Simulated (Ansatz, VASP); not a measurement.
C in VASP and in Ansatz

```
C
1.0
     0.00000    1.74696    1.74696
     1.74696    0.00000    1.74696
     1.74696    1.74696    0.00000
C
2
Direct
  0.75000 0.75000 0.75000
  0.50000 0.50000 0.50000
```

Change from the starting cell: volume scaled by 0.94.

Alike in both runs: task single point; functional revpbe exchange, lda correlation; k mesh 13 × 13 × 13; occupations gaussian, width 0.1 eV; no spin polarisation.

|  | VASP | Ansatz |
| --- | --- | --- |
| version | VASP 6.6.1 | Ansatz 0.2.0 |
| potentials or method | VASP PAW PBE potentials, release 64 (C), cutoff 600 eV | all-electron LAPW, scalar-relativistic |

VASP gave:

| Item | Value |
| --- | --- |
| gap on the k mesh at the Fermi level (eV) | 4.74 |
| least direct gap on the mesh (eV) | 5.95 |
| pressure (GPa) | 48.9 |

Question: What did Ansatz give for the same quantities?

Answer: gap on the k mesh at the Fermi level (eV): 4.74; least direct gap on the mesh (eV): 5.96; pressure (GPa): 49.3.

VASP's potentials were made for PBE, not for revpbe exchange, lda correlation. Both programs put the cell under a high pressure, so it lies far from rest at this level. Ansatz ran all-electron here, and VASP with PAW potentials.
